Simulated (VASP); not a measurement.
A run of VASP 6.6.1:

POSCAR

```
Cu
1.0
    0.0000000000      1.8617250000      1.7803875000
    1.8617250000      0.0000000000      1.7803875000
    1.8617250000      1.8617250000      0.0000000000
Cu
1
Direct
    0.0000000000      0.0000000000      0.0000000000
```

Contents of INCAR.step1:

```
SYSTEM = Cu
PREC = Accurate
ENCUT = 520
ISMEAR = 0
SIGMA = 0.15
LREAL = .FALSE.
LASPH = .TRUE.
NELM = 60
NBANDS = 12
GGA = PE
ALGO = Normal
EDIFF = 1E-4
LWAVE = .TRUE.
LCHARG = .FALSE.
```

The input INCAR.step2:

```
SYSTEM = Cu
PREC = Accurate
ENCUT = 520
EDIFF = 1E-7
ISMEAR = 0
SIGMA = 0.15
LREAL = .FALSE.
LASPH = .TRUE.
NELM = 60
ALGO = Normal
ISIF = 2
LWAVE = .FALSE.
LCHARG = .TRUE.
METAGGA = R2SCAN
LMIXTAU = .TRUE.
LELF = .TRUE.
LVHAR = .TRUE.
NBANDS = 12
ISTART = 1
```

File KPOINTS:

```
Automatic mesh
0
G
  22 22 22
  0 0 0
```

Potentials or basis: VASP PAW PBE potentials, release 64 (Cu).

The run is started by

```sh
$ cat potpaw_PBE.64/Cu/POTCAR > POTCAR
$ cp INCAR.step1 INCAR
$ mpirun -np 1 vasp_std > vasp.out
$ cp INCAR.step2 INCAR
$ mpirun -np 1 vasp_std > vasp.out
```

Hardware: 1 thread of Intel(R) Xeon(R) Platinum 8259CL CPU @ 2.50GHz (Skylake/Cascade Lake), on a shared host.

Problem. Estimate the wall time of this run.

Solution. It took 6.7 min on 1 thread of Intel(R) Xeon(R) Platinum 8259CL CPU @ 2.50GHz (Skylake/Cascade Lake), with other jobs on the host, peak memory 0.23 GiB. Counts: k points 834.
